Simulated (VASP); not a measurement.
Wanted: the native input for a VASP 6.6.1 run.

```yaml
Task: single point
Functional: r2SCAN
Potentials_or_basis: VASP PAW PBE potentials, release 64 (Ta_pv, N)
Cutoff: 520 eV
k_mesh: 8 × 8 × 7
Occupations: gaussian, width 0.05 eV
Spin: no spin polarisation
Dipole_correction: no
Further_INCAR_settings: ALGO = Normal; EDIFF = 1e-07; NBANDS = 15
```

TaN:

```
CELL_PARAMETERS angstrom
2.93800 0.00000 0.00000
-1.46900 2.54438 0.00000
0.00000 0.00000 2.88300
ATOMIC_POSITIONS crystal
Ta 0.01144 0.00833 0.48326
N 0.65255 0.33881 0.00587
```

One way to write it, as run:

POSCAR

```
TaN
1.0
    2.9380000000      0.0000000000      0.0000000000
   -1.4690000000      2.5443826363      0.0000000000
    0.0000000000      0.0000000000      2.8830000000
Ta N
1 1
Direct
    0.0114440000      0.0083290000      0.4832640000
    0.6525550000      0.3388060000      0.0058730000
```

INCAR.step1

```
SYSTEM = TaN
PREC = Accurate
ENCUT = 520
ISMEAR = 0
SIGMA = 0.05
LREAL = .False.
LASPH = .True.
NELM = 100
NBANDS = 15
GGA = PE
ALGO = Normal
EDIFF = 1E-4
LWAVE = .True.
LCHARG = .False.
```

INCAR.step2

```
SYSTEM = TaN
PREC = Accurate
ENCUT = 520
EDIFF = 1E-7
ISMEAR = 0
SIGMA = 0.05
LREAL = .False.
LASPH = .True.
NELM = 100
ALGO = Normal
ISIF = 2
LWAVE = .False.
LCHARG = .False.
METAGGA = R2SCAN
LMIXTAU = .True.
NBANDS = 15
ISTART = 1
```

KPOINTS

```
Automatic mesh
0
Gamma
  8 8 7
  0 0 0
```

Potentials or basis: VASP PAW PBE potentials, release 64 (Ta_pv, N).

The run is started by

```console
$ cat potpaw_PBE.64/Ta_pv/POTCAR potpaw_PBE.64/N/POTCAR > POTCAR
$ cp INCAR.step1 INCAR
$ mpirun -np 1 vasp_std > vasp.out
$ cp INCAR.step2 INCAR
$ mpirun -np 1 vasp_std > vasp.out
```

It gave:

| Quantity | Value |
| --- | --- |
| Pressure | 3.0 GPa |
| Largest force | 1.377 eV/Å |
| Band gap on the k mesh | zero (band 8 reaches 8.30 eV, above the bottom of band 9 at 8.24 eV) |

Caveat: the PAW data sets were made with another functional, which shifts forces and pressure a little; spin-orbit coupling is left out, which moves the levels of the heavy elements.

Wall time 110 s on 1 thread of Intel(R) Xeon(R) Platinum 8488C (Sapphire Rapids), with other jobs on the host, peak memory 0.2 GiB.
